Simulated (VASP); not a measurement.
# Ca: relaxation of cell and atoms with LDA

Ca:

```
Ca
1.0
     3.98000    0.00000    0.00000
    -1.99000    3.44678    0.00000
     0.00000    0.00000    6.52000
Ca
2
Cartesian
  0.0000 2.2979 1.6300
  1.9900 1.1489 4.8900
```

This isn't the form of Ca at room conditions, which is fcc.

| Quantity | Value |
| --- | --- |
| Program | VASP 6.6.1 |
| Task | relaxation of cell and atoms |
| Functional | LDA |
| Potentials or basis | VASP PAW LDA potentials, release 64 (Ca_sv) |
| Cutoff | 600 eV |
| k mesh | 10 × 10 × 6 |
| Occupations | methfessel-paxton, width 0.005 eV |
| Spin | no spin polarisation |
| Dipole correction | no |
| Further INCAR settings | ALGO = Normal; EDIFF = 1e-07; IBRION = 2; EDIFFG = -0.002; NSW = 100; ISIF = 3 |

```json
{
  "Relaxed volume": "38.26 Å³/atom",
  "Relaxed cell": "a = 3.746 Å, b = 3.746 Å, c = 6.297 Å, α = 90.00°, β = 90.00°, γ = 120.00°",
  "Space group after relaxing (to 0.1 Å)": "P6_3/mmc (No. 194)",
  "Energy gained by relaxing": "53.3 meV/atom",
  "Ionic steps": "10",
  "Pressure after relaxing": "0.0 GPa",
  "Band gap on the k mesh": "zero (bands 10 and 11 overlap by 0.35 eV)"
}
```

The path:
```tsv
step	energy change (eV)	largest force (eV/Å)	pressure (GPa)	volume (Å³)
1	0.0000	0.0000	-2.36	89.44
2	-0.0901	0.0000	-1.02	81.19
3	-0.1046	0.0000	-0.10	77.21
4	-0.1048	0.0000	0.01	76.75
5	-0.1048	0.0000	0.07	76.51
6	-0.1055	0.0000	0.03	76.52
7	-0.1063	0.0000	0.02	76.52
8	-0.1064	0.0000	-0.01	76.53
9	-0.1066	0.0000	0.00	76.53
10	-0.1066	0.0000	0.00	76.53
```

Final structure:
```
Ca
1.0
     3.74595    0.00000    0.00000
    -1.87297    3.24408    0.00000
     0.00000    0.00000    6.29733
Ca
2
Direct
  0.33333 0.66667 0.25000
  0.66667 0.33333 0.75000
```

Levels at points of the mesh, in eV from the Fermi level:
```
           k point  band 8  band 9  band 10  band 11  band 12  band 13
(0.00, 0.00, 0.00)  -22.58   -4.25    -1.24    -0.19     2.13     2.29
(0.50, 0.00, 0.00)  -22.62   -1.14    -0.63     0.06     0.27     1.36
(0.00, 0.00, 0.50)  -22.61   -3.19    -3.19     1.26     1.26     2.29
(0.50, 0.00, 0.50)  -22.63   -0.80    -0.80     0.21     0.21     1.37
```

It took 4.8 min on 1 thread of Intel(R) Xeon(R) Platinum 8259CL CPU @ 2.50GHz (Skylake/Cascade Lake), on a shared host, peak memory 0.24 GiB.

LDA usually gives volumes a few per cent too small. Zero-point motion and thermal expansion aren't in these numbers.
